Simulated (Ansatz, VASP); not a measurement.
Two plane-wave programs on SnO2

File INCAR:

```
SYSTEM = SnO2
ALGO = Normal
EDIFF = 1E-6
ENCUT = 520
GGA = PE
ISIF = 2
ISMEAR = 0
LASPH = .TRUE.
LCHARG = .TRUE.
LELF = .TRUE.
LREAL = .FALSE.
LVHAR = .TRUE.
LWAVE = .FALSE.
NBANDS = 35
NELM = 100
PREC = Accurate
SIGMA = 0.05
```

File KPOINTS:

```
k-points
0
G
  6 6 8
  0 0 0
```

File POSCAR:

```
SnO2
1.0
    4.8277050007      0.0000000000      0.0000000000
    0.0000000000      4.8277050007      0.0000000000
    0.0000000000      0.0000000000      3.2379909335
Sn O
2 4
Direct
   -0.0000760862     -0.0000760862      0.0000000000
    0.4994298974      0.4994298974      0.5000000000
    0.3068053672      0.3068053672      0.0000000000
    0.1955919410      0.8088021144      0.5000000000
    0.6935951938      0.6935951938      0.0000000000
    0.8088021144      0.1955919410      0.5000000000
```

Input for Ansatz:

```yaml
crystal:
  lattice:
    - [4.8277050007, 0.0, 0.0]
    - [0.0, 4.8277050007, 0.0]
    - [0.0, 0.0, 3.2379909335]
  atoms:
    - { symbol: Sn, position: [-7.60862e-05, -7.60862e-05, 0.0] }
    - { symbol: Sn, position: [0.4994298974, 0.4994298974, 0.5] }
    - { symbol: O, position: [0.3068053672, 0.3068053672, 0.0] }
    - { symbol: O, position: [0.195591941, 0.8088021144, 0.5] }
    - { symbol: O, position: [0.6935951938, 0.6935951938, 0.0] }
    - { symbol: O, position: [0.8088021144, 0.195591941, 0.5] }
basis:
  ecutwfc: 420
kpoints:
  mp_grid: { grid: [6, 6, 8] }
hamiltonian:
  xc: pbe
scf:
  occupations: { method: gaussian, width: 0.05 }
output:
  forces: true
  stress: true
  eigenvalues: true
```

Change from the starting cell: mode 6 (219.9 1/cm) frozen in, largest displacement +0.015 Å.

Alike in both runs: task single point; functional PBE; k mesh 6 × 6 × 8; occupations gaussian, width 0.05 eV; no spin polarisation.

|  | VASP | Ansatz |
| --- | --- | --- |
| version | VASP 6.6.1 | Ansatz 0.2.0 |
| potentials or method | VASP PAW PBE potentials, release 64 (Sn_d, O), cutoff 520 eV | scalar-relativistic, plane waves, PAW |
| valence electrons in the cell | 52 | 52 |

|  | VASP | Ansatz | Ansatz less VASP |
| --- | --- | --- | --- |
| gap on the k mesh at the Fermi level (eV) | 0.67 | 0.68 | +0.012 |
| least direct gap on the mesh (eV) | 0.67 | 0.68 | +0.012 |
| pressure (GPa) | 0.6 | 0.0 | -0.61 |
| traceless stress, the component that is largest in VASP (GPa) | 0.21 | 0.01 | -0.199 |
| rms of the force components (eV/Å) | 0.026 | 0.024 | -0.0019 |

Atom by atom the forces differ by 0.008 eV/Å (rms over components). With one functional, cell and mesh, what is left measures potentials, basis and numerics.
